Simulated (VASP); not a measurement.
# Sn4Se3S (P4/mmm) in VASP: single point with PBE

Aim: the single point of Sn4Se3S with PBE.

Program: VASP 6.6.1. These are calculated values, not measurements. Logs are shortened: lines on timing, memory, paths and dates and some standing lists are left out, and cuts for length are marked.

## 1. The cell of the first run

Symmetry: P4/mmm, No. 123, tetragonal system. Conventional cell: a = 4.273 Å, b = 4.273 Å, c = 12.086 Å, α = 90.00°, β = 90.00°, γ = 90.00°. Within 4.0 Å of Sn (site symmetry 4mm) lie 5 Se at 3.02 Å and 1 S at 3.02 Å. Sn (site symmetry 4/mmm) has 4 S at 3.02 Å and 2 Se at 3.02 Å within 4.0 Å. Within 4.0 Å of Sn (site symmetry 4/mmm) lie 6 Se at 3.02 Å. Within 4.0 Å of Se (site symmetry 4mm) lie 6 Sn at 3.02 Å. Se (site symmetry 4/mmm) has 6 Sn at 3.02 Å within 4.0 Å. S (site symmetry 4/mmm) has 6 Sn at 3.02 Å within 4.0 Å.

## 2. Single point, PBE

INCAR reads:

```
SYSTEM = Sn4Se3S
PREC = Accurate
ENCUT = 520
EDIFF = 1E-7
ISMEAR = 0
SIGMA = 0.1
LREAL = .FALSE.
LASPH = .TRUE.
NELM = 80
ALGO = Normal
ISIF = 2
LWAVE = .FALSE.
LCHARG = .TRUE.
GGA = PE
LELF = .TRUE.
LVHAR = .TRUE.
NBANDS = 50
```

KPOINTS reads:

```
regular mesh
0
G
  4 4 2
  0 0 0
```

POSCAR reads:

```
Sn4Se3S
1.0
    4.2729569100      0.0000000000      0.0000000000
    0.0000000000      4.2729569100      0.0000000000
    0.0000000000      0.0000000000     12.0857472300
Sn Se S
4 3 1
Direct
    0.0000000000      0.0000000000      0.7500000000
    0.5000000000      0.5000000000      0.0000000000
    0.0000000000      0.0000000000      0.2500000000
    0.5000000000      0.5000000000      0.5000000000
    0.5000000000      0.5000000000      0.2500000000
    0.0000000000      0.0000000000      0.5000000000
    0.5000000000      0.5000000000      0.7500000000
    0.0000000000      0.0000000000      0.0000000000
```

Potentials or basis: VASP PAW PBE potentials, release 64 (Sn_d, Se, S).

On the command line:

```sh
$ cat potpaw_PBE.64/Sn_d/POTCAR potpaw_PBE.64/Se/POTCAR potpaw_PBE.64/S/POTCAR > POTCAR
$ mpirun -np 1 vasp_std > vasp.out
```

OUTCAR:

```text
SYSTEM = Sn4Se3S
   PREC = Accurate
   ENCUT = 520
   EDIFF = 1E-7
   ISMEAR = 0
   LREAL = .FALSE.
   LASPH = .TRUE.
   NELM = 80
   ISIF = 2
   GGA = PE

 ion  position               nearest neighbor table
   1  0.000  0.000  0.750-   7 3.02   7 3.02   7 3.02   7 3.02   8 3.02   6 3.02
   2  0.500  0.500  0.000-   8 3.02   8 3.02   8 3.02   8 3.02   5 3.02   7 3.02
   3  0.000  0.000  0.250-   5 3.02   5 3.02   5 3.02   5 3.02   8 3.02   6 3.02
   4  0.500  0.500  0.500-   6 3.02   6 3.02   6 3.02   6 3.02   7 3.02   5 3.02
   5  0.500  0.500  0.250-   3 3.02   3 3.02   3 3.02   3 3.02   4 3.02   2 3.02
   6  0.000  0.000  0.500-   4 3.02   4 3.02   4 3.02   4 3.02   1 3.02   3 3.02
   7  0.500  0.500  0.750-   1 3.02   1 3.02   1 3.02   1 3.02   4 3.02   2 3.02
   8  0.000  0.000  0.000-   2 3.02   2 3.02   2 3.02   2 3.02   3 3.02   1 3.02

  LATTYP: Found a simple tetragonal cell.
 ALAT       =     4.2729569100
 C/A-ratio  =     2.8284271254

  Lattice vectors:

 A1 = (   4.2729569100,   0.0000000000,   0.0000000000)
 A2 = (   0.0000000000,   4.2729569100,   0.0000000000)
 A3 = (   0.0000000000,   0.0000000000,  12.0857472300)

Analysis of symmetry for initial positions (statically):
=====================================================================
 Subroutine PRICEL returns:
 Original cell was already a primitive cell.

 Routine SETGRP: Setting up the symmetry group for a
 simple tetragonal supercell.

 Subroutine GETGRP returns: Found 16 space group operations
 (whereof 16 operations were pure point group operations)
 out of a pool of 16 trial point group operations.

The static configuration has the point symmetry D_4h.

Analysis of symmetry for dynamics (positions and initial velocities):
=====================================================================
 Subroutine PRICEL returns:
 Original cell was already a primitive cell.

 Routine SETGRP: Setting up the symmetry group for a
 simple tetragonal supercell.

 Subroutine GETGRP returns: Found 16 space group operations
 (whereof 16 operations were pure point group operations)
 out of a pool of 16 trial point group operations.

The dynamic configuration has the point symmetry D_4h.

 Subroutine INISYM returns: Found 16 space group operations
 (whereof 16 operations are pure point group operations),
 and found     1 'primitive' translations

----------------------------------------------------------------------------------------

                                     Primitive cell

  volume of cell :     220.6635

  direct lattice vectors                    reciprocal lattice vectors
     4.272956910  0.000000000  0.000000000     0.234029975  0.000000000  0.000000000
     0.000000000  4.272956910  0.000000000     0.000000000  0.234029975  0.000000000
     0.000000000  0.000000000 12.085747230     0.000000000  0.000000000  0.082742091

  length of vectors
     4.272956910  4.272956910 12.085747230     0.234029975  0.234029975  0.082742091

  position of ions in fractional coordinates (direct lattice)
     0.000000000  0.000000000  0.750000000
     0.500000000  0.500000000  0.000000000
     0.000000000  0.000000000  0.250000000
     0.500000000  0.500000000  0.500000000
     0.500000000  0.500000000  0.250000000
     0.000000000  0.000000000  0.500000000
     0.500000000  0.500000000  0.750000000
     0.000000000  0.000000000  0.000000000

  ion indices of the primitive-cell ions
   primitive index   ion index
                 1           1
                 2           2
                 3           3
                 4           4
                 5           5
                 6           6
                 7           7
                 8           8

----------------------------------------------------------------------------------------

 KPOINTS: regular mesh

Automatic generation of k-mesh.
 Grid dimensions read from file:
 generate k-points for:    4    4    2

 Generating k-lattice:

  Cartesian coordinates                     Fractional coordinates (reciprocal lattice)
     0.058507494  0.000000000  0.000000000     0.250000000  0.000000000  0.000000000
     0.000000000  0.058507494  0.000000000     0.000000000  0.250000000  0.000000000
     0.000000000  0.000000000  0.041371046     0.000000000  0.000000000  0.500000000

  Length of vectors
     0.058507494  0.058507494  0.041371046

  Shift w.r.t. Gamma in fractional coordinates (k-lattice)
     0.000000000  0.000000000  0.000000000

 Subroutine IBZKPT returns following result:
 ===========================================

 Found     12 irreducible k-points:

 Following reciprocal coordinates:
            Coordinates               Weight
  0.000000  0.000000  0.000000      1.000000
  0.250000  0.000000  0.000000      4.000000
  0.500000  0.000000  0.000000      2.000000
  0.250000  0.250000  0.000000      4.000000
  0.500000  0.250000  0.000000      4.000000
  0.500000  0.500000  0.000000      1.000000
  0.000000  0.000000  0.500000      1.000000
  0.250000  0.000000  0.500000      4.000000
  0.500000  0.000000  0.500000      2.000000
  0.250000  0.250000  0.500000      4.000000
  0.500000  0.250000  0.500000      4.000000
  0.500000  0.500000  0.500000      1.000000
   k-points           NKPTS =     12   k-points in BZ     NKDIM =     12   number of bands    NBANDS=     50
   number of dos      NEDOS =    301   number of ions     NIONS =      8
   total plane-waves  NPLWV =  92160
   dimension x,y,z NGX =    32 NGY =   32 NGZ =   90
   dimension x,y,z NGXF=    64 NGYF=   64 NGZF=  180
   ions per type =               4   3   1
   NGX,Y,Z   is equivalent  to a cutoff of  12.45, 12.45, 12.38 a.u.
   NGXF,Y,Z  is equivalent  to a cutoff of  24.90, 24.90, 24.76 a.u.
 SYSTEM =  Sn4Se3S
   PREC   = accura    normal or accurate (medium, high low for compatibility)
   ISTART =      0    job   : 0-new  1-cont  2-samecut
   ICHARG =      2    charge: 1-file 2-atom 10-const
   ISPIN  =      1    spin polarized calculation?
   LNONCOLLINEAR =      F non collinear calculations
   LSORBIT =      F    spin-orbit coupling
   LASPH  =      T    aspherical Exc in radial PAW
   ENCUT  =  520.0 eV  38.22 Ry    6.18 a.u.   7.94  7.94 22.47*2*pi/ulx,y,z
   NELM   =     80;   NELMIN=  2; NELMDL= -5     # of ELM steps
   EDIFF  = 0.1E-06   stopping-criterion for ELM
   LREAL  =      F    real-space projection
   EDIFFG = 0.1E-05   stopping-criterion for IOM
   NSW    =      0    number of steps for IOM
   IBRION =     -1    ionic relax: 0-MD 1-quasi-New 2-CG
   NFREE  =      0    steps in history (QN), initial steepest desc. (CG)
   ISIF   =      2    stress and relaxation
   ISYM   =      2    0-nonsym 1-usesym 2-fastsym
   POTIM  = 0.5000    time-step for ionic-motion
   TEBEG  =    0.0;   TEEND  =   0.0 temperature during run
   PSTRESS=    0.0 pullay stress
   NELECT =      80.0000    total number of electrons
   NUPDOWN=      -1.0000    fix difference up-down
   EMIN   =  10.00;   EMAX   =-10.00  energy-range for DOS
   EFERMI =   0.00;   METHOD = LEGACY
   ISMEAR =     0;   SIGMA  =   0.10  broadening in eV -4-tet -1-fermi 0-gaus
   EFERMI_NEDOS =   21; number of points for ismear=-14 and -15
   IALGO  =     38    algorithm
   IMIX   =      4    mixing-type and parameters
     AMIX     =   0.40;   BMIX     =  1.00
     AMIX_MAG =   1.60;   BMIX_MAG =  1.00
  volume/ion in A,a.u.               =      27.58       186.14
  Fermi-wavevector in a.u.,A,eV,Ry     =   1.167333  2.205939 18.540191  1.362666
  Thomas-Fermi vector in A             =   2.303834
   LORBIT       =      0    0 simple, 1 ext, 2 COOP (PROOUT), +10 PAW based schemes
   GGA     = PE    functional components
   LHFCALC =     F    Hartree Fock is set to
   AEXX    =    0.0000 exact exchange contribution
   IVDW    =     0    specifies the selected vdW correction
   LEPSILON=     F    determine dielectric tensor
   LRPA    =     F    only Hartree local field effects (RPA)
 non-spin polarized calculation
 Gauss-broadening in eV      SIGMA  =   0.10
  energy-cutoff  :      520.00
  volume of cell :      220.66
 maximum number of plane-waves:      6008
 NGX is ok and might be reduce to    32
   NGX = 15   NGY = 15   NGZ = 45

 number of electron      80.0000062 magnetization

 Free energy of the ion-electron system (eV)
  ---------------------------------------------------
  ext. energy  EPLUGINS =         0.00000000
  ---------------------------------------------------
  free energy    TOTEN  =       -33.34864093 eV

  energy without entropy =      -33.34830904  energy(sigma->0) =      -33.34847498

 E-fermi :   5.6191     XC(G=0):  -9.4867

 val. band max:        5.4412203617   @ k =   0.5000   0.0000   0.0000
 cond. band min:       5.7960024845   @ k =   0.5000   0.0000   0.0000
 fundamental gap:      0.3547821227
 Fermi energy:         5.6191066992

 k-point     1 :       0.0000    0.0000    0.0000
  band No.  band energies     occupation
      1     -16.2670      2.00000
      2     -16.2564      2.00000
      3     -16.2562      2.00000
      4     -16.2484      2.00000
      5     -16.2484      2.00000
      6     -16.2463      2.00000
[... 42 lines left out ...]
     49       9.7154      0.00000
     50       9.8279      0.00000

 k-point     2 :       0.2500    0.0000    0.0000
  band No.  band energies     occupation
      1     -16.2614      2.00000
      2     -16.2543      2.00000
      3     -16.2506      2.00000
      4     -16.2493      2.00000
      5     -16.2481      2.00000
      6     -16.2444      2.00000
[... 42 lines left out ...]
     49       8.5283      0.00000
     50       8.9185      0.00000

 k-point     3 :       0.5000    0.0000    0.0000
  band No.  band energies     occupation
      1     -16.2571      2.00000
      2     -16.2510      2.00000
      3     -16.2502      2.00000
      4     -16.2496      2.00000
      5     -16.2476      2.00000
      6     -16.2448      2.00000
[... 42 lines left out ...]
     49       7.1035      0.00000
     50       7.2588      0.00000

 k-point     4 :       0.2500    0.2500    0.0000
  band No.  band energies     occupation
      1     -16.2594      2.00000
      2     -16.2517      2.00000
      3     -16.2508      2.00000
      4     -16.2503      2.00000
      5     -16.2494      2.00000
      6     -16.2469      2.00000
[... 42 lines left out ...]
     49       9.6698      0.00000
     50       9.7457      0.00000

 k-point     5 :       0.5000    0.2500    0.0000
  band No.  band energies     occupation
      1     -16.2597      2.00000
      2     -16.2555      2.00000
      3     -16.2522      2.00000
      4     -16.2517      2.00000
      5     -16.2513      2.00000
      6     -16.2489      2.00000
[... 42 lines left out ...]
     49       9.2516      0.00000
     50       9.3415      0.00000

 k-point     6 :       0.5000    0.5000    0.0000
  band No.  band energies     occupation
      1     -16.2662      2.00000
      2     -16.2632      2.00000
      3     -16.2563      2.00000
      4     -16.2545      2.00000
      5     -16.2533      2.00000
      6     -16.2533      2.00000
[... 42 lines left out ...]
     49      10.3981      0.00000
     50      10.5965      0.00000

 k-point     7 :       0.0000    0.0000    0.5000
  band No.  band energies     occupation
      1     -16.2635      2.00000
      2     -16.2617      2.00000
      3     -16.2562      2.00000
      4     -16.2480      2.00000
      5     -16.2480      2.00000
      6     -16.2450      2.00000
[... 42 lines left out ...]
     49       9.5763      0.00000
     50       9.8389      0.00000

 k-point     8 :       0.2500    0.0000    0.5000
  band No.  band energies     occupation
      1     -16.2598      2.00000
      2     -16.2564      2.00000
      3     -16.2508      2.00000
      4     -16.2492      2.00000
      5     -16.2483      2.00000
      6     -16.2443      2.00000
[... 42 lines left out ...]
     49       8.5768      0.00000
     50       8.6337      0.00000

 k-point     9 :       0.5000    0.0000    0.5000
  band No.  band energies     occupation
      1     -16.2570      2.00000
      2     -16.2511      2.00000
      3     -16.2501      2.00000
      4     -16.2489      2.00000
      5     -16.2466      2.00000
      6     -16.2452      2.00000
[... 42 lines left out ...]
     49       8.1863      0.00000
     50       8.4508      0.00000

 k-point    10 :       0.2500    0.2500    0.5000
  band No.  band energies     occupation
      1     -16.2576      2.00000
      2     -16.2551      2.00000
      3     -16.2503      2.00000
      4     -16.2487      2.00000
      5     -16.2486      2.00000
      6     -16.2472      2.00000
[... 42 lines left out ...]
     49       9.1600      0.00000
     50       9.3777      0.00000

 k-point    11 :       0.5000    0.2500    0.5000
  band No.  band energies     occupation
      1     -16.2579      2.00000
      2     -16.2557      2.00000
      3     -16.2548      2.00000
      4     -16.2534      2.00000
      5     -16.2503      2.00000
      6     -16.2483      2.00000
[... 42 lines left out ...]
     49       9.2577      0.00000
     50       9.5793      0.00000

 k-point    12 :       0.5000    0.5000    0.5000
  band No.  band energies     occupation
      1     -16.2626      2.00000
      2     -16.2614      2.00000
      3     -16.2607      2.00000
      4     -16.2586      2.00000
      5     -16.2524      2.00000
      6     -16.2524      2.00000
[... 42 lines left out ...]
     49      10.3469      0.00000
     50      10.3473      0.00000

------------------------ aborting loop because EDIFF is reached ----------------------------------------

  FORCE on cell =-STRESS in cart. coord.  units (eV):
  Direction    XX          YY          ZZ          XY          YZ          ZX
  --------------------------------------------------------------------------------------
  -------------------------------------------------------------------------------------
  Total       -1.7894149     -1.7894149     -1.8750019      0.0000000      0.0000000     -0.0000000
  in kB      -12.9924512    -12.9924512    -13.6138752      0.0000000      0.0000000     -0.0000000
  external PRESSURE =     -13.1995925 kB  Pullay stress =       0.0000000 kB

 VOLUME and BASIS-vectors are now :
 -----------------------------------------------------------------------------
  energy-cutoff  :      520.00
  volume of cell :      220.66
      direct lattice vectors                 reciprocal lattice vectors
     4.272956910  0.000000000  0.000000000     0.234029975  0.000000000  0.000000000
     0.000000000  4.272956910  0.000000000     0.000000000  0.234029975  0.000000000
     0.000000000  0.000000000 12.085747230     0.000000000  0.000000000  0.082742091

 POSITION                                       TOTAL-FORCE (eV/Angst)
 -----------------------------------------------------------------------------------
      0.00000      0.00000      9.06431         0.000000     -0.000000      0.239662
      2.13648      2.13648      0.00000         0.000000      0.000000      0.000000
      0.00000      0.00000      3.02144         0.000000     -0.000000     -0.239662
      2.13648      2.13648      6.04287         0.000000      0.000000      0.000000
      2.13648      2.13648      3.02144         0.000000     -0.000000      0.009790
      0.00000      0.00000      6.04287         0.000000      0.000000      0.000000
      2.13648      2.13648      9.06431         0.000000      0.000000     -0.009790
      0.00000      0.00000      0.00000         0.000000      0.000000      0.000000
 -----------------------------------------------------------------------------------
    total drift:                                0.000000     -0.000000     -0.000000

  FREE ENERGIE OF THE ION-ELECTRON SYSTEM (eV)
  ---------------------------------------------------
  free  energy   TOTEN  =       -33.3486409310 eV

  energy  without entropy=      -33.3483090359  energy(sigma->0) =      -33.34847498
```

It took 82 s on 1 thread of Intel Xeon 6975P-C (Granite Rapids), shared host; peak memory 0.34 GiB.

What came out:

| Item | Value |
| --- | --- |
| Free energy | -33.3486 eV |
| Pressure | -1.3 GPa |
| Largest force | 0.240 eV/Å |
| Band gap on the k mesh | 0.35 eV |

Forces in eV/Å, atoms in the order of the input:
```
Sn   0.000  0.000  0.240
Sn   0.000  0.000  0.000
Sn   0.000  0.000 -0.240
Sn   0.000  0.000  0.000
Se   0.000  0.000  0.010
Se   0.000  0.000  0.000
Se   0.000  0.000 -0.010
S    0.000  0.000  0.000
```

Caveat: semilocal functionals underestimate gaps, and a narrow one can read as zero; spin-orbit coupling is left out, which moves the levels of the heavy elements. A k mesh can miss the band edges.
